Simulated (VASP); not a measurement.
# InGa3P4 (Cmmm) in VASP: a series of runs

InGa3P4 is run at these levels: PBE; tasks: single point.

Everything below comes from runs of VASP 6.6.1. Logs are shortened: lines on timing, memory, paths and dates and some standing lists are left out, and cuts for length are marked.

## Step 1: The cell of the first run

It takes space group Cmmm (No. 65, orthorhombic). The conventional cell has a = 7.291 Å, b = 10.436 Å, c = 3.829 Å, α = 90.00°, β = 90.00°, γ = 90.00°. In (site symmetry mmm) has 6 P at 2.71 to 2.72 Å and 10 Ga at 3.65 to 3.71 Å and 2 In at 3.83 Å within 3.9 Å. Ga (site symmetry 2/m) has 6 P at 2.61 to 2.65 Å within 3.4 Å. Within 3.3 Å of Ga (site symmetry mmm) lie 6 P at 2.51 to 2.57 Å. Within 3.6 Å of P (site symmetry 2mm) lie 4 Ga at 2.57 to 2.61 Å and 2 In at 2.72 Å and 5 P at 3.44 to 3.60 Å. Within 3.3 Å of P (site symmetry m2m) lie 5 Ga at 2.51 to 2.65 Å and 1 In at 2.71 Å.

## Step 2: Single point, PBE

Contents of INCAR:

```
SYSTEM = InGa3P4
PREC     = Accurate       ! precision mode
ENCUT    = 520            ! plane-wave cutoff, eV
EDIFF    = 1E-7           ! SCF threshold, eV
ISMEAR   = 0              ! smearing method
SIGMA    = 0.1            ! smearing width, eV
LREAL    = .False.        ! projectors in reciprocal space
LASPH    = .True.         ! aspherical terms in the spheres
NELM     = 60             ! most SCF steps
ALGO     = Normal         ! electronic algorithm
ISIF     = 2              ! what is computed and relaxed
LWAVE    = .False.        ! write WAVECAR
LCHARG   = .False.        ! write CHGCAR
GGA      = PE             ! functional
NBANDS   = 46             ! bands
```

Contents of KPOINTS:

```
Automatic mesh
0
Gamma
  4 4 4
  0 0 0
```

Contents of POSCAR:

```
InGa3P4
1.0
    3.6454417253     -5.2179280184      0.0000000000
    3.6454417253      5.2179280184      0.0000000000
    0.0000000000      0.0000000000      3.8289307796
In Ga P
1 3 4
Direct
    0.0000000000      0.0000000000      0.5000000000
    0.0000000000      0.5000000000      0.0000000000
    0.5000000000      0.5000000000      0.5000000000
    0.5000000000      0.0000000000      0.0000000000
    0.7358967384      0.7358967384      0.0000000000
    0.7406935510      0.2593064490      0.5000000000
    0.2593064490      0.7406935510      0.5000000000
    0.2641032616      0.2641032616      0.0000000000
```

Potentials or basis: VASP PAW PBE potentials, release 64 (In_d, Ga_d, P).

Run with:

```sh
> cat potpaw_PBE.64/In_d/POTCAR potpaw_PBE.64/Ga_d/POTCAR potpaw_PBE.64/P/POTCAR > POTCAR
> mpirun -np 1 vasp_std > vasp.out
```

OUTCAR:

```text
SYSTEM = InGa3P4
   PREC = Accurate
   ENCUT = 520
   EDIFF = 1E-7
   ISMEAR = 0
   LREAL = .False.
   LASPH = .True.
   NELM = 60
   ISIF = 2
   GGA = PE

 ion  position               nearest neighbor table
   1  0.000  0.000  0.500-   6 2.71   7 2.71   5 2.72   8 2.72   5 2.72   8 2.72
   2  0.000  0.500  0.000-   5 2.61   8 2.61   7 2.65   6 2.65   6 2.65   7 2.65
   3  0.500  0.500  0.500-   6 2.51   7 2.51   5 2.57   8 2.57   5 2.57   8 2.57
   4  0.500  0.000  0.000-   5 2.61   8 2.61   7 2.65   6 2.65   6 2.65   7 2.65
   5  0.736  0.736  0.000-   3 2.57   3 2.57   4 2.61   2 2.61   1 2.72   1 2.72
   6  0.741  0.259  0.500-   3 2.51   2 2.65   4 2.65   2 2.65   4 2.65   1 2.71
   7  0.259  0.741  0.500-   3 2.51   2 2.65   4 2.65   2 2.65   4 2.65   1 2.71
   8  0.264  0.264  0.000-   3 2.57   3 2.57   4 2.61   2 2.61   1 2.72   1 2.72

  LATTYP: Found a base centered orthorhombic cell.
 ALAT       =     7.2908834506
 B/A-ratio  =     1.4313568592
 C/A-ratio  =     0.5251669164

  Lattice vectors:

 A1 = (   3.6454417253,  -5.2179280184,   0.0000000000)
 A2 = (   3.6454417253,   5.2179280184,   0.0000000000)
 A3 = (   0.0000000000,   0.0000000000,   3.8289307796)

Analysis of symmetry for initial positions (statically):
=====================================================================
 Subroutine PRICEL returns:
 Original cell was already a primitive cell.

 Routine SETGRP: Setting up the symmetry group for a
 base centered orthorhombic supercell.

 Subroutine GETGRP returns: Found  8 space group operations
 (whereof  8 operations were pure point group operations)
 out of a pool of  8 trial point group operations.

The static configuration has the point symmetry D_2h.

Analysis of symmetry for dynamics (positions and initial velocities):
=====================================================================
 Subroutine PRICEL returns:
 Original cell was already a primitive cell.

 Routine SETGRP: Setting up the symmetry group for a
 base centered orthorhombic supercell.

 Subroutine GETGRP returns: Found  8 space group operations
 (whereof  8 operations were pure point group operations)
 out of a pool of  8 trial point group operations.

The dynamic configuration has the point symmetry D_2h.

 Subroutine INISYM returns: Found  8 space group operations
 (whereof  8 operations are pure point group operations),
 and found     1 'primitive' translations

----------------------------------------------------------------------------------------

[... 106 lines left out ...]
   ISIF   =      2    stress and relaxation
   ISYM   =      2    0-nonsym 1-usesym 2-fastsym
   POTIM  = 0.5000    time-step for ionic-motion
   TEBEG  =    0.0;   TEEND  =   0.0 temperature during run
   PSTRESS=    0.0 pullay stress
   NELECT =      72.0000    total number of electrons
   NUPDOWN=      -1.0000    fix difference up-down
   EMIN   =  10.00;   EMAX   =-10.00  energy-range for DOS
   EFERMI =   0.00;   METHOD = LEGACY
   ISMEAR =     0;   SIGMA  =   0.10  broadening in eV -4-tet -1-fermi 0-gaus
   EFERMI_NEDOS =   21; number of points for ismear=-14 and -15
   IALGO  =     38    algorithm
   IMIX   =      4    mixing-type and parameters
     AMIX     =   0.40;   BMIX     =  1.00
     AMIX_MAG =   1.60;   BMIX_MAG =  1.00
  volume/ion in A,a.u.               =      18.21       122.87
  Fermi-wavevector in a.u.,A,eV,Ry     =   1.294396  2.446053 22.796022  1.675460
  Thomas-Fermi vector in A             =   2.425981
   LORBIT       =      0    0 simple, 1 ext, 2 COOP (PROOUT), +10 PAW based schemes
   GGA     = PE    functional components
   LHFCALC =     F    Hartree Fock is set to
   AEXX    =    0.0000 exact exchange contribution
   IVDW    =     0    specifies the selected vdW correction
   LEPSILON=     F    determine dielectric tensor
   LRPA    =     F    only Hartree local field effects (RPA)
 non-spin polarized calculation
 Gauss-broadening in eV      SIGMA  =   0.10
  energy-cutoff  :      520.00
  volume of cell :      145.67
 maximum number of plane-waves:      3938
   NGX = 23   NGY = 23   NGZ = 15

 number of electron      72.0000018 magnetization

 Free energy of the ion-electron system (eV)
  ---------------------------------------------------
  ext. energy  EPLUGINS =         0.00000000
  ---------------------------------------------------
  free energy    TOTEN  =       -32.54751995 eV

  energy without entropy =      -32.52483868  energy(sigma->0) =      -32.53617932

 E-fermi :   6.5828     XC(G=0): -10.8001

 val. band max:        6.5796936115   @ k =   0.0000   0.0000   0.5000
 cond. band min:       6.5865914310   @ k =   0.5000  -0.0000   0.5000
 fundamental gap:      0.0068978195
 Fermi energy:         6.5828370949

 k-point     1 :       0.0000    0.0000    0.0000
  band No.  band energies     occupation
      1      -8.2189      2.00000
      2      -8.1025      2.00000
      3      -8.0650      2.00000
      4      -8.0523      2.00000
      5      -8.0436      2.00000
      6      -8.0425      2.00000
[... 1018 lines left out ...]
     45      10.1722      0.00000
     46      10.2229      0.00000

------------------------ aborting loop because EDIFF is reached ----------------------------------------

  FORCE on cell =-STRESS in cart. coord.  units (eV):
  Direction    XX          YY          ZZ          XY          YZ          ZX
  --------------------------------------------------------------------------------------
  -------------------------------------------------------------------------------------
  Total        0.0258898     -0.0552822      0.0449744      0.0000000      0.0000000      0.0000000
  in kB        0.2847628     -0.6080514      0.4946757      0.0000000      0.0000000      0.0000000
  external PRESSURE =       0.0571290 kB  Pullay stress =       0.0000000 kB

 VOLUME and BASIS-vectors are now :
 -----------------------------------------------------------------------------
  energy-cutoff  :      520.00
  volume of cell :      145.67
      direct lattice vectors                 reciprocal lattice vectors
     3.645441725 -5.217928018  0.000000000     0.137157590 -0.095823476  0.000000000
     3.645441725  5.217928018  0.000000000     0.137157590  0.095823476  0.000000000
     0.000000000  0.000000000  3.828930780     0.000000000  0.000000000  0.261169516

 POSITION                                       TOTAL-FORCE (eV/Angst)
 -----------------------------------------------------------------------------------
      0.00000      0.00000      1.91447         0.000000      0.000000      0.000000
      1.82272      2.60896      0.00000         0.000000      0.000000      0.000000
      3.64544      0.00000      1.91447         0.000000      0.000000      0.000000
      1.82272     -2.60896      0.00000        -0.000000      0.000000      0.000000
      5.36534      0.00000      0.00000         0.013551      0.000000      0.000000
      3.64544     -2.51184      1.91447         0.000000      0.032421      0.000000
      3.64544      2.51184      1.91447         0.000000     -0.032421      0.000000
      1.92555      0.00000      0.00000        -0.013551      0.000000      0.000000
 -----------------------------------------------------------------------------------
    total drift:                                0.000000      0.000000      0.000000

  FREE ENERGIE OF THE ION-ELECTRON SYSTEM (eV)
  ---------------------------------------------------
  free  energy   TOTEN  =       -32.5475199508 eV

  energy  without entropy=      -32.5248386824  energy(sigma->0) =      -32.53617932
```

stdout:

```text
POSCAR found type information on POSCAR InGaP
 POSCAR found :  3 types and       8 ions
 scaLAPACK will be used
 LDA part: xc-table for (Slater+PW92), standard interpolation
 POSCAR, INCAR and KPOINTS ok, starting setup
 FFT: planning ... GRIDC
 FFT: planning ... GRID_SOFT
 FFT: planning ... GRID
 WAVECAR not read
 entering main loop
```

It took 93 s on 1 thread of AMD EPYC 9R45 (Zen 5), shared host; peak memory 0.28 GiB.

Results:

```
Free energy            : -32.5475 eV
Pressure               : 0.0 GPa
Largest force          : 0.032 eV/Å
Band gap on the k mesh : zero (bands 36 and 37 overlap by 0.76 eV)
```

Forces on the atoms (eV/Å):
```
In   0.000  0.000  0.000
Ga   0.000  0.000  0.000
Ga   0.000  0.000  0.000
Ga   0.000  0.000  0.000
P    0.014  0.000  0.000
P    0.000  0.032  0.000
P    0.000 -0.032  0.000
P   -0.014  0.000  0.000
```

Caveat: the k points lie up to 0.41 Å⁻¹ apart, too coarse for converged energies and pressures of a metal; semilocal functionals underestimate gaps, and a narrow one can read as zero; spin-orbit coupling is left out, which moves the levels of the heavy elements.

## Step 3: Single point, PBE

This run uses another cell than the first one, of 20.16 Å³/atom.

Contents of INCAR:

```
PREC = Accurate
ENCUT = 520
EDIFF = 1E-6
ISMEAR = 0
SIGMA = 0.1
LREAL = False
LASPH = True
NELM = 60
ALGO = Normal
ISIF = 2
LWAVE = False
LCHARG = False
GGA = PE
NBANDS = 46
```

Contents of KPOINTS:

```
Automatic mesh
0
Gamma
  4 4 4
```

Contents of POSCAR:

```
InGa3P4
1.0
    3.8490441700     -5.4433704600      0.0000000000
    3.8490441700      5.4433704600      0.0000000000
    0.0000000000      0.0000000000      3.8490441700
In Ga P
1 3 4
Direct
    0.0000000000      0.0000000000      0.5000000000
    0.0000000000      0.5000000000      0.0000000000
    0.5000000000      0.5000000000      0.5000000000
    0.5000000000      0.0000000000      0.0000000000
    0.7500000000      0.7500000000      0.0000000000
    0.7500000000      0.2500000000      0.5000000000
    0.2500000000      0.7500000000      0.5000000000
    0.2500000000      0.2500000000      0.0000000000
```

Potentials or basis: VASP PAW PBE potentials, release 64 (In_d, Ga_d, P).

Run with:

```sh
> cat potpaw_PBE.64/In_d/POTCAR potpaw_PBE.64/Ga_d/POTCAR potpaw_PBE.64/P/POTCAR > POTCAR
> mpirun -np 1 vasp_std > vasp.out
```

OUTCAR:

```text
PREC = Accurate
   ENCUT = 520
   EDIFF = 1E-6
   ISMEAR = 0
   LREAL = False
   LASPH = True
   NELM = 60
   ISIF = 2
   GGA = PE

 ion  position               nearest neighbor table
   1  0.000  0.000  0.500-   6 2.72   7 2.72   5 2.72   8 2.72   5 2.72   8 2.72
   2  0.000  0.500  0.000-   5 2.72   8 2.72   7 2.72   6 2.72   6 2.72   7 2.72
   3  0.500  0.500  0.500-   6 2.72   7 2.72   5 2.72   8 2.72   5 2.72   8 2.72
   4  0.500  0.000  0.000-   5 2.72   8 2.72   7 2.72   6 2.72   6 2.72   7 2.72
   5  0.750  0.750  0.000-   2 2.72   4 2.72   3 2.72   1 2.72   1 2.72   3 2.72
   6  0.750  0.250  0.500-   1 2.72   3 2.72   2 2.72   4 2.72   2 2.72   4 2.72
   7  0.250  0.750  0.500-   1 2.72   3 2.72   2 2.72   4 2.72   2 2.72   4 2.72
   8  0.250  0.250  0.000-   2 2.72   4 2.72   3 2.72   1 2.72   1 2.72   3 2.72

  LATTYP: Found a base centered orthorhombic cell.
 ALAT       =     7.6980883400
 B/A-ratio  =     1.4142135605
 C/A-ratio  =     0.5000000000

  Lattice vectors:

 A1 = (   3.8490441700,  -5.4433704600,   0.0000000000)
 A2 = (   3.8490441700,   5.4433704600,   0.0000000000)
 A3 = (   0.0000000000,   0.0000000000,   3.8490441700)

Analysis of symmetry for initial positions (statically):
=====================================================================
 Subroutine PRICEL returns:
 Original cell was already a primitive cell.

 Routine SETGRP: Setting up the symmetry group for a
 base centered orthorhombic supercell.

 Subroutine GETGRP returns: Found  8 space group operations
 (whereof  8 operations were pure point group operations)
 out of a pool of  8 trial point group operations.

The static configuration has the point symmetry D_2h.

Analysis of symmetry for dynamics (positions and initial velocities):
[... 139 lines left out ...]
     AMIX_MAG =   1.60;   BMIX_MAG =  1.00
  volume/ion in A,a.u.               =      20.16       136.05
  Fermi-wavevector in a.u.,A,eV,Ry     =   1.251174  2.364376 21.299061  1.565437
  Thomas-Fermi vector in A             =   2.385134
   LORBIT       =      0    0 simple, 1 ext, 2 COOP (PROOUT), +10 PAW based schemes
   GGA     = PE    functional components
   LHFCALC =     F    Hartree Fock is set to
   AEXX    =    0.0000 exact exchange contribution
   IVDW    =     0    specifies the selected vdW correction
   LEPSILON=     F    determine dielectric tensor
   LRPA    =     F    only Hartree local field effects (RPA)
 non-spin polarized calculation
 Gauss-broadening in eV      SIGMA  =   0.10
  energy-cutoff  :      520.00
  volume of cell :      161.29
 maximum number of plane-waves:      4376
 NGX is ok and might be reduce to    50
   NGX = 25   NGY = 25   NGZ = 15

 number of electron      72.0000019 magnetization

 Free energy of the ion-electron system (eV)
  ---------------------------------------------------
  ext. energy  EPLUGINS =         0.00000000
  ---------------------------------------------------
  free energy    TOTEN  =       -32.04238798 eV

  energy without entropy =      -31.99783937  energy(sigma->0) =      -32.02011368

 E-fermi :   5.4669     XC(G=0): -10.3234

 val. band max:        5.4647584709   @ k =   0.5000   0.0000   0.0000
 cond. band min:       5.4692611138   @ k =  -0.2500   0.2500   0.0000
 fundamental gap:      0.0045026429
 Fermi energy:         5.4669128324

 k-point     1 :       0.0000    0.0000    0.0000
  band No.  band energies     occupation
      1      -9.2011      2.00000
      2      -9.1289      2.00000
      3      -9.1127      2.00000
      4      -9.1060      2.00000
      5      -9.1047      2.00000
      6      -9.1032      2.00000
[... 1018 lines left out ...]
     45       9.2860      0.00000
     46       9.2875      0.00000

------------------------ aborting loop because EDIFF is reached ----------------------------------------

  FORCE on cell =-STRESS in cart. coord.  units (eV):
  Direction    XX          YY          ZZ          XY          YZ          ZX
  --------------------------------------------------------------------------------------
  -------------------------------------------------------------------------------------
  Total       -5.7719158     -7.1829129     -5.2156426      0.0000000      0.0000000      0.0000000
  in kB      -57.3359338    -71.3522224    -51.8101351      0.0000000      0.0000000      0.0000000
  external PRESSURE =     -60.1660971 kB  Pullay stress =       0.0000000 kB

 VOLUME and BASIS-vectors are now :
 -----------------------------------------------------------------------------
  energy-cutoff  :      520.00
  volume of cell :      161.29
      direct lattice vectors                 reciprocal lattice vectors
     3.849044170 -5.443370460  0.000000000     0.129902380 -0.091854854  0.000000000
     3.849044170  5.443370460  0.000000000     0.129902380  0.091854854  0.000000000
     0.000000000  0.000000000  3.849044170     0.000000000  0.000000000  0.259804761

 POSITION                                       TOTAL-FORCE (eV/Angst)
 -----------------------------------------------------------------------------------
      0.00000      0.00000      1.92452         0.000000      0.000000     -0.000000
      1.92452      2.72169      0.00000         0.000000      0.000000     -0.000000
      3.84904      0.00000      1.92452        -0.000000      0.000000     -0.000000
      1.92452     -2.72169      0.00000        -0.000000      0.000000     -0.000000
      5.77357      0.00000      0.00000        -0.631682      0.000000     -0.000000
      3.84904     -2.72169      1.92452         0.000000      0.455210     -0.000000
      3.84904      2.72169      1.92452         0.000000     -0.455210      0.000000
      1.92452      0.00000      0.00000         0.631682      0.000000     -0.000000
 -----------------------------------------------------------------------------------
    total drift:                                0.000000      0.000000     -0.000000

  FREE ENERGIE OF THE ION-ELECTRON SYSTEM (eV)
  ---------------------------------------------------
  free  energy   TOTEN  =       -32.0423879829 eV

  energy  without entropy=      -31.9978393677  energy(sigma->0) =      -32.02011368
```

OSZICAR:

```text
N       E                     dE             d eps       ncg     rms          rms(c)
DAV:   1     0.662501433452E+03    0.66250E+03   -0.32501E+04  2054   0.224E+03
DAV:   2     0.788534809884E+02   -0.58365E+03   -0.56398E+03  2020   0.602E+02
DAV:   3    -0.255464476640E+02   -0.10440E+03   -0.10168E+03  2230   0.193E+02
DAV:   4    -0.325740835429E+02   -0.70276E+01   -0.68876E+01  2474   0.469E+01
DAV:   5    -0.328378844554E+02   -0.26380E+00   -0.26309E+00  2836   0.959E+00    0.761E+00
DAV:   6    -0.320395657164E+02    0.79832E+00   -0.21288E+00  2700   0.135E+01    0.410E+00
DAV:   7    -0.320423569594E+02   -0.27912E-02   -0.35760E-01  2860   0.306E+00    0.195E+00
DAV:   8    -0.320441297824E+02   -0.17728E-02   -0.62619E-02  2386   0.184E+00    0.533E-01
DAV:   9    -0.320420190004E+02    0.21108E-02   -0.17487E-02  2348   0.125E+00    0.210E-01
DAV:  10    -0.320422563921E+02   -0.23739E-03   -0.30543E-03  2532   0.503E-01    0.184E-01
DAV:  11    -0.320423326816E+02   -0.76290E-04   -0.40207E-04  2532   0.168E-01    0.147E-01
DAV:  12    -0.320423935724E+02   -0.60891E-04   -0.14053E-04  2162   0.146E-01    0.512E-02
DAV:  13    -0.320423872507E+02    0.63217E-05   -0.33964E-05  2810   0.107E-01    0.113E-02
DAV:  14    -0.320423880725E+02   -0.82183E-06   -0.13690E-05  2244   0.246E-02    0.950E-03
DAV:  15    -0.320423879829E+02    0.89638E-07   -0.17562E-06  1604   0.253E-02
   1 F= -.32042388E+02 E0= -.32020114E+02  d E =-.445486E-01
```

Wall time 1.8 min (1 thread of AMD EPYC 9R45 (Zen 5), shared host); peak memory 0.3 GiB.

Results:

```
Free energy            : -32.0424 eV
Pressure               : -6.0 GPa
Largest force          : 0.632 eV/Å
Band gap on the k mesh : zero (bands 36 and 37 overlap by 0.64 eV)
```

Forces on the atoms (eV/Å):
```
In   0.000  0.000  0.000
Ga   0.000  0.000  0.000
Ga   0.000  0.000  0.000
Ga   0.000  0.000  0.000
P   -0.632  0.000  0.000
P    0.000  0.455  0.000
P    0.000 -0.455  0.000
P    0.632  0.000  0.000
```

Stress tensor (GPa, compression positive):
```
-5.73  0.00  0.00
 0.00 -7.14  0.00
 0.00  0.00 -5.18
```

Levels at points of the mesh, in eV from the Fermi level:
```
           k point  band 33  band 34  band 35  band 36  band 37  band 38  band 39  band 40
(0.00, 0.00, 0.00)    -0.08     0.09     0.11     0.14     0.18     0.19     2.75     2.75
(0.50, 0.00, 0.00)    -0.09    -0.08    -0.02     0.00     0.07     0.30     2.50     2.77
(0.50, 0.50, 0.00)    -1.29    -1.28    -0.16    -0.11     0.45     0.70     1.85     2.17
(0.00, 0.00, 0.50)    -2.87    -2.82    -0.14    -0.10     1.85     1.92     1.95     2.49
(0.50, 0.00, 0.50)    -1.46    -1.42    -1.37    -1.34     0.04     0.07     0.07     0.63
(0.50, 0.50, 0.50)    -2.25    -2.24     0.09     0.13     0.15     0.19     2.74     2.76
```

Caveat: the k points lie up to 0.41 Å⁻¹ apart, too coarse for converged energies and pressures of a metal; semilocal functionals underestimate gaps, and a narrow one can read as zero; spin-orbit coupling is left out, which moves the levels of the heavy elements.
